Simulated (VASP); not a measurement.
Set up this calculation in VASP 6.6.1, as the native input.

* Task: relaxation of cell and atoms
* Functional: PBE
* Potentials or basis: VASP PAW PBE potentials, release 64 (C, Si)
* Cutoff: 600 eV
* k mesh: 4 × 4 × 3
* Occupations: gaussian, width 0.1 eV
* Spin: no spin polarisation
* Dipole correction: no
* Further INCAR settings: LREAL = Auto; ALGO = Normal; EDIFF = 1e-07; ISYM = 0; IBRION = 2; EDIFFG = -0.04; NSW = 45; ISIF = 3

The structure of SiC lies in POSCAR:

```
SiC
1.0
   -4.6458858122     -4.6187939460      0.1335662533
   -0.1473758518      4.6326035445      4.4070940053
   -4.4473658133      4.5538402004     -4.1809548093
C Si
12 12
Direct
    0.5395864716      0.9941566586      0.0464302995
    0.3262561962      0.1235516785      0.6905462106
    0.5017615694      0.4835203286      0.9786869560
    0.7420476515      0.6767095828      0.6766006556
    0.7260520358      0.9150204290      0.3610896253
    0.7839116573      0.1317721667      0.9417008466
    0.4664433062      0.4065403765      0.1733743345
    0.7602822220      0.6487948244      0.8866110905
    0.7016973391      0.8633458146      0.5636159465
    0.2550428645      0.9213579674      0.5862351876
    0.5586718508      0.9878516276      0.2574465815
    0.9352789017      0.9563936202      0.2655461543
    0.9382168413      0.9528196146      0.0153913976
    0.8171528616      0.1527002368      0.6910789500
    0.6390534113      0.3115220656      0.3083839915
    0.1904625673      0.2967474180      0.2934984565
    0.9459294048      0.4857077868      0.9513867796
    0.3827987017      0.7240312811      0.6446440877
    0.2079836390      0.8995567033      0.3477866905
    0.3461019062      0.1431408451      0.9413452253
    0.6410312445      0.3766057133      0.5952977950
    0.2003863923      0.3219487450      0.5961352913
    0.0213062875      0.5309309194      0.2458119166
    0.3622080694      0.6835050619      0.9388671441
```

These files were run (other wordings do the same):

INCAR

```
SYSTEM = SiC
ALGO     = Normal         ! electronic algorithm
EDIFF    = 1E-7           ! SCF threshold, eV
EDIFFG   = -0.04          ! ionic threshold
ENCUT    = 600            ! plane-wave cutoff, eV
GGA      = PE             ! functional
IBRION   = 2              ! ionic algorithm
ISIF     = 3              ! what is computed and relaxed
ISMEAR   = 0              ! smearing method
ISYM     = 0            
LASPH    = .TRUE.         ! aspherical terms in the spheres
LCHARG   = .FALSE.        ! write CHGCAR
LREAL    = Auto         
LWAVE    = .FALSE.        ! write WAVECAR
NELM     = 60             ! most SCF steps
NSW      = 45             ! ionic steps
PREC     = Accurate       ! precision mode
SIGMA    = 0.1            ! smearing width, eV
```

KPOINTS

```
k-points
0
G
  4 4 3
  0 0 0
```

Potentials or basis: VASP PAW PBE potentials, release 64 (C, Si).

Launch:

```console
$ cat potpaw_PBE.64/C/POTCAR potpaw_PBE.64/Si/POTCAR > POTCAR
$ mpirun -np 1 vasp_std > vasp.out
```

Results of the run:

| Quantity | Value |
| --- | --- |
| Energy gained by relaxing | 0.1 meV/atom |
| Ionic steps | 6 |
| Pressure after relaxing | 0.0 GPa |
| Largest force after relaxing | 0.027 eV/Å |
| Band gap on the k mesh | 0.10 eV (least direct gap 0.18 eV) |

Caveat: an odd mesh through Γ misses points on the zone boundary, where band edges can lie.

Run time: 60 min on 1 thread of Oxide Virtual Turin-like Processor, on a shared host, peak memory 0.62 GiB.
